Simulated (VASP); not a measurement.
# CdS (P6_3/mmc) in VASP: G0W0 quasiparticle levels with r2SCAN

Aim: the G0W0 quasiparticle levels of CdS with r2SCAN.

Program: VASP 6.6.1. These are calculated values, not measurements. Logs are shortened: lines on timing, memory, paths and dates and some standing lists are left out, and cuts for length are marked.

**1. The cell of the first run**

It takes space group P6_3/mmc (No. 194, hexagonal). Conventional cell: a = 3.841 Å, b = 3.841 Å, c = 6.445 Å, α = 90.00°, β = 90.00°, γ = 120.00°. Within 3.6 Å of Cd (site symmetry -3m) lie 6 S at 2.74 Å and 2 Cd at 3.22 Å. Within 3.6 Å of S (site symmetry -6m2) lie 6 Cd at 2.74 Å.

**2. G0W0 quasiparticle levels, r2SCAN**

The input, POSCAR:

```
CdS
1.0
    3.8410415924      0.0000000000      0.0000000000
   -1.9205207962      3.3264395960      0.0000000000
    0.0000000000      0.0000000000      6.4452705668
Cd S
2 2
Direct
    0.0000000000      0.0000000000      0.0000000000
    0.0000000000      0.0000000000      0.5000000000
    0.3333333333      0.6666666667      0.2500000000
    0.6666666667      0.3333333333      0.7500000000
```

The input, INCAR.step1:

```
ALGO = Normal ; EDIFF = 1E-8
ENCUT = 500 ; ISMEAR = 0
LASPH = T ; LCHARG = F
LMIXTAU = T ; LREAL = F
LWAVE = T ; METAGGA = R2SCAN
NELM = 60 ; PREC = Accurate
SIGMA = 0.01
```

The input, INCAR.step2:

```
ALGO = Exact ; EDIFF = 1E-8
ENCUT = 500 ; ISMEAR = 0
ISTART = 1 ; LASPH = T
LCHARG = F ; LMIXTAU = T
LOPTICS = T ; LREAL = F
LWAVE = T ; METAGGA = R2SCAN
NBANDS = 469 ; NELM = 1
PREC = Accurate ; SIGMA = 0.01
```

The input, INCAR.step3:

```
ALGO = EVGW0 ; EDIFF = 1E-8
ENCUT = 500 ; ENCUTGW = 180.0
ISMEAR = 0 ; ISTART = 1
LASPH = T ; LCHARG = F
LMIXTAU = T ; LREAL = F
LWAVE = F ; METAGGA = R2SCAN
NBANDS = 469 ; NBANDSGW = 26
NELMGW = 1 ; NOMEGA = 48
PREC = Accurate ; PRECFOCK = Fast
SIGMA = 0.01
```

The input, KPOINTS:

```
k-points
0
Gamma
  6 6 2
```

Potentials or basis: VASP PAW PBE potentials, release 64 (Cd_GW, S_GW).

Run with:

```console
$ cat potpaw_PBE.64/Cd_GW/POTCAR potpaw_PBE.64/S_GW/POTCAR > POTCAR
$ cp INCAR.step1 INCAR
$ mpirun -np 1 vasp_std > vasp.out
$ cp INCAR.step2 INCAR
$ mpirun -np 1 vasp_std > vasp.out
$ cp INCAR.step3 INCAR
$ mpirun -np 1 vasp_std > vasp.out
```

OUTCAR:

```text
EDIFF = 1E-8
   ENCUT = 500
   ENCUTGW = 180.0
   ISMEAR = 0
   ISTART = 1
   LASPH = T
   LREAL = F
   METAGGA = R2SCAN
   NELMGW = 1
   PREC = Accurate
   PRECFOCK = Fast

 ion  position               nearest neighbor table
   1  0.000  0.000  0.000-   3 2.74   4 2.74   3 2.74   4 2.74   4 2.74   3 2.74   2 3.22   2 3.22

   2  0.000  0.000  0.500-   3 2.74   4 2.74   3 2.74   4 2.74   4 2.74   3 2.74   1 3.22   1 3.22

   3  0.333  0.667  0.250-   1 2.74   2 2.74   1 2.74   2 2.74   1 2.74   2 2.74
   4  0.667  0.333  0.750-   1 2.74   2 2.74   1 2.74   2 2.74   1 2.74   2 2.74

  LATTYP: Found a hexagonal cell.
 ALAT       =     3.8410415924
 C/A-ratio  =     1.6780007224

  Lattice vectors:

 A1 = (   3.8410415924,   0.0000000000,   0.0000000000)
 A2 = (  -1.9205207962,   3.3264395960,   0.0000000000)
 A3 = (   0.0000000000,   0.0000000000,   6.4452705668)

Analysis of symmetry for initial positions (statically):
=====================================================================
 Subroutine PRICEL returns:
 Original cell was already a primitive cell.

 Routine SETGRP: Setting up the symmetry group for a
 hexagonal supercell.

 Subroutine GETGRP returns: Found 24 space group operations
 (whereof 12 operations were pure point group operations)
 out of a pool of 24 trial point group operations.

The static configuration has the point symmetry D_3d.
 The point group associated with its full space group is D_6h.

Analysis of symmetry for dynamics (positions and initial velocities):
=====================================================================
 Subroutine PRICEL returns:
 Original cell was already a primitive cell.

 Routine SETGRP: Setting up the symmetry group for a
 hexagonal supercell.

 Subroutine GETGRP returns: Found 24 space group operations
 (whereof 12 operations were pure point group operations)
 out of a pool of 24 trial point group operations.

The dynamic configuration has the point symmetry D_3d.
 The point group associated with its full space group is D_6h.

 Subroutine INISYM returns: Found 24 space group operations
 (whereof 12 operations are pure point group operations),
 and found     1 'primitive' translations

----------------------------------------------------------------------------------------

                                     Primitive cell

  volume of cell :      82.3512

  direct lattice vectors                    reciprocal lattice vectors
     3.841041592  0.000000000  0.000000000     0.260346048  0.150310861  0.000000000
    -1.920520796  3.326439596  0.000000000     0.000000000  0.300621722  0.000000000
     0.000000000  0.000000000  6.445270567     0.000000000  0.000000000  0.155152525

  length of vectors
     3.841041592  3.841041592  6.445270567     0.300621722  0.300621722  0.155152525

  position of ions in fractional coordinates (direct lattice)
     0.000000000  0.000000000  0.000000000
     0.000000000  0.000000000  0.500000000
     0.333333333  0.666666667  0.250000000
     0.666666667  0.333333333  0.750000000

  ion indices of the primitive-cell ions
   primitive index   ion index
                 1           1
                 2           2
                 3           3
                 4           4

----------------------------------------------------------------------------------------

 KPOINTS: k-points

Automatic generation of k-mesh.
 Grid dimensions read from file:
 generate k-points for:    6    6    2

 Generating k-lattice:

  Cartesian coordinates                     Fractional coordinates (reciprocal lattice)
     0.043391008  0.025051810  0.000000000     0.166666667  0.000000000  0.000000000
     0.000000000  0.050103620  0.000000000     0.000000000  0.166666667  0.000000000
     0.000000000  0.000000000  0.077576262     0.000000000  0.000000000  0.500000000

  Length of vectors
     0.050103620  0.050103620  0.077576262

  Shift w.r.t. Gamma in fractional coordinates (k-lattice)
     0.000000000  0.000000000  0.000000000

 Subroutine IBZKPT returns following result:
 ===========================================

 Found     14 irreducible k-points:

 Following reciprocal coordinates:
            Coordinates               Weight
  0.000000  0.000000  0.000000      1.000000
  0.166667  0.000000  0.000000      6.000000
  0.333333  0.000000  0.000000      6.000000
  0.500000  0.000000  0.000000      3.000000
  0.166667  0.166667  0.000000      6.000000
  0.333333  0.166667  0.000000     12.000000
  0.333333  0.333333  0.000000      2.000000
  0.000000  0.000000  0.500000      1.000000
  0.166667  0.000000  0.500000      6.000000
  0.333333  0.000000  0.500000      6.000000
  0.500000  0.000000  0.500000      3.000000
  0.166667  0.166667  0.500000      6.000000
  0.333333  0.166667  0.500000     12.000000
  0.333333  0.333333  0.500000      2.000000
   k-points           NKPTS =     14   k-points in BZ     NKDIM =     72   number of bands    NBANDS=    469
   number of dos      NEDOS =    301   number of ions     NIONS =      4
   total plane-waves  NPLWV =  37632
   dimension x,y,z NGX =    28 NGY =   28 NGZ =   48
   dimension x,y,z NGXF=    56 NGYF=   56 NGZF=   96
   ions per type =               2   2
   NGX,Y,Z   is equivalent  to a cutoff of  12.12, 12.12, 12.38 a.u.
   NGXF,Y,Z  is equivalent  to a cutoff of  24.24, 24.24, 24.76 a.u.
 SYSTEM =  unknown system
   PREC   = accura    normal or accurate (medium, high low for compatibility)
   ISTART =      1    job   : 0-new  1-cont  2-samecut
   ICHARG =      0    charge: 1-file 2-atom 10-const
   ISPIN  =      1    spin polarized calculation?
   LNONCOLLINEAR =      F non collinear calculations
   LSORBIT =      F    spin-orbit coupling
   LASPH  =      T    aspherical Exc in radial PAW
   ENCUT  =  500.0 eV  36.75 Ry    6.06 a.u.   7.00  7.00 11.75*2*pi/ulx,y,z
   NELM   =     60;   NELMIN=  2; NELMDL=  0     # of ELM steps
   EDIFF  = 0.1E-07   stopping-criterion for ELM
   LREAL  =      F    real-space projection
   EDIFFG = 0.1E-06   stopping-criterion for IOM
   NSW    =      0    number of steps for IOM
   IBRION =     -1    ionic relax: 0-MD 1-quasi-New 2-CG
   NFREE  =      0    steps in history (QN), initial steepest desc. (CG)
   ISIF   =      0    stress and relaxation
   ISYM   =      3    0-nonsym 1-usesym 2-fastsym
   POTIM  = 0.5000    time-step for ionic-motion
   TEBEG  =    0.0;   TEEND  =   0.0 temperature during run
   PSTRESS=    0.0 pullay stress
   NELECT =      36.0000    total number of electrons
   NUPDOWN=      -1.0000    fix difference up-down
   EMIN   =  10.00;   EMAX   =-10.00  energy-range for DOS
   EFERMI =   0.00;   METHOD = LEGACY
   ISMEAR =     0;   SIGMA  =   0.01  broadening in eV -4-tet -1-fermi 0-gaus
   EFERMI_NEDOS =   21; number of points for ismear=-14 and -15
   IALGO  =     38    algorithm
   IMIX   =      4    mixing-type and parameters
     AMIX     =   0.40;   BMIX     =  1.00
     AMIX_MAG =   1.60;   BMIX_MAG =  1.00
  volume/ion in A,a.u.               =      20.59       138.93
  Fermi-wavevector in a.u.,A,eV,Ry     =   1.242469  2.347927 21.003727  1.543730
  Thomas-Fermi vector in A             =   2.376823
   LORBIT       =      0    0 simple, 1 ext, 2 COOP (PROOUT), +10 PAW based schemes
   METAGGA = R2SCAN    functional components
   LHFCALC =     T    Hartree Fock is set to
   PRECFOCK=fast      Normal, Fast or Accurate (Low or Medium for compatibility)
   ENCUT4O =  -1.0   cutoff for four orbital integrals eV
   NKREDX  =     1    reduce k-point grid by
   NKREDY  =     1    reduce k-point grid by
   NKREDZ  =     1    reduce k-point grid by
   AEXX    =    1.0000 exact exchange contribution
   HFSCREEN=    0.0000 screening length (either q_TF or 0.3 A-1)
   HFSCREENC=   0.0000 screening length for correlation (either q_TF or 0.3 A-1)
   ENCUTFOCK=  -1.0 apply spherical cutoff to Coloumb kernel
   IVDW    =     0    specifies the selected vdW correction
   LEPSILON=     F    determine dielectric tensor
   LRPA    =     F    only Hartree local field effects (RPA)
   LRPAFORCE           =     F    calculate RPA forces
   ENCUTGW             = 180.0    cutoff for response function in eV
   ENCUTGWSOFT         = 144.0    soft cutoff for Coulomb kernel in GW response function in eV
   ENCUTLF             =  -1.0    cutoff for local field effects
   NELMGW              =     1    number of iterations in solving QP/BSE equation
   NELMHF              =     1    number of iterations in the inner HF iteration
   NKREDLFX            =     1    NKREDLFY  =   1   NKREDLFZ  =   1
 non-spin polarized calculation
 Gauss-broadening in eV      SIGMA  =   0.01
  energy-cutoff  :      500.00
  volume of cell :       82.35
 maximum number of plane-waves:      2112
 NGX is ok and might be reduce to    28
  NGX = 16; NGY = 16; NGZ = 28
   NGX = 13   NGY = 13   NGZ = 23
 maximum number of plane-waves:       464

 QP shifts <psi_nk| G(iteration)W_0 |psi_nk>: iteration 1
 for sc-GW calculations column KS-energies equals QP-energies in previous step
 and V_xc(KS)=  KS-energies - (<T + V_ion + V_H > + <T+V_H+V_ion>^1  + <V_x>^1)

 k-point   1 :       0.0000    0.0000    0.0000
  band No.  KS-energies  QP-energies   sigma(KS)   V_xc(KS)     V^pw_x(r,r')   Z            occupation Imag(sigma)

      1      -9.0432      -9.0614     -13.5329     -13.5049     -20.7217       0.6496       2.0000       1.1316
      2      -7.9702      -7.9280     -14.1402     -14.2037     -21.0880       0.6650       2.0000       1.0124
      3      -4.0432      -5.6919     -18.0412     -15.7574     -22.9615       0.7219       2.0000       0.2094
      4      -4.0119      -5.5851     -18.0280     -15.8405     -23.1161       0.7191       2.0000       0.2822
      5      -4.0119      -5.5851     -18.0280     -15.8405     -23.1161       0.7191       2.0000       0.2822
      6      -3.6779      -5.2098     -17.4071     -15.3034     -22.1822       0.7282       2.0000       0.2653
[... 18 lines left out ...]
     25      14.0234      14.0553     -10.2337     -10.2752      -4.6619       0.7663       0.0000      -0.2404
     26      14.0234      14.0553     -10.2337     -10.2752      -4.6619       0.7663       0.0000      -0.2404

 k-point   2 :       0.1667    0.0000    0.0000
  band No.  KS-energies  QP-energies   sigma(KS)   V_xc(KS)     V^pw_x(r,r')   Z            occupation Imag(sigma)

      1      -8.8313      -8.8471     -13.6348     -13.6105     -20.7630       0.6540       2.0000       1.1143
      2      -7.9869      -7.9884     -14.2902     -14.2879     -21.2228       0.6640       2.0000       0.9849
      3      -4.0324      -5.6837     -18.0371     -15.7596     -22.9553       0.7251       2.0000       0.2114
      4      -4.0007      -5.5793     -18.0490     -15.8588     -23.1382       0.7208       2.0000       0.2822
      5      -3.7827      -5.3242     -17.9435     -15.8128     -22.9691       0.7235       2.0000       0.2838
      6      -3.7246      -5.3648     -18.2025     -15.9478     -23.1526       0.7274       2.0000       0.2471
[... 348 lines left out ...]
     25      13.8490      13.8092     -10.4565     -10.4039      -5.1310       0.7576       0.0000      -0.2192
     26      13.8490      13.8092     -10.4565     -10.4039      -5.1310       0.7576       0.0000      -0.2192

 k-point  14 :       0.3333    0.3333    0.5000
  band No.  KS-energies  QP-energies   sigma(KS)   V_xc(KS)     V^pw_x(r,r')   Z            occupation Imag(sigma)

      1      -7.9633      -8.0213     -14.5032     -14.4162     -21.4046       0.6676       2.0000       0.9555
      2      -7.9633      -8.0213     -14.5032     -14.4162     -21.4046       0.6676       2.0000       0.9555
      3      -3.9543      -5.5248     -18.0088     -15.8310     -23.0793       0.7211       2.0000       0.2822
      4      -3.9543      -5.5248     -18.0088     -15.8310     -23.0793       0.7211       2.0000       0.2822
      5      -3.6418      -5.2888     -18.1421     -15.8803     -23.0093       0.7282       2.0000       0.2238
      6      -3.6418      -5.2888     -18.1421     -15.8803     -23.0093       0.7282       2.0000       0.2238
[... 18 lines left out ...]
     25      13.4725      13.4359      -9.9554      -9.9076      -4.9168       0.7654       0.0000      -0.1788
     26      13.4725      13.4359      -9.9554      -9.9076      -4.9168       0.7654       0.0000      -0.1788
```

Run time: 1.7 h. Hardware: 1 thread of Intel Xeon Platinum 8259CL at 2.50GHz (Skylake/Cascade Lake), shared host; peak memory 1.9 GiB.

What came out:

```
Quasiparticle gap                                   : 1.61 eV
Least direct quasiparticle gap                      : 1.61 eV
Band gap of the starting levels on the mesh         : 1.25 eV
Least direct gap of the starting levels on the mesh : 1.25 eV
```

Caveat: the k points lie up to 0.49 Å⁻¹ apart; bands, screening cutoff and mesh are small and nothing is extrapolated, so the quasiparticle values aren't converged.
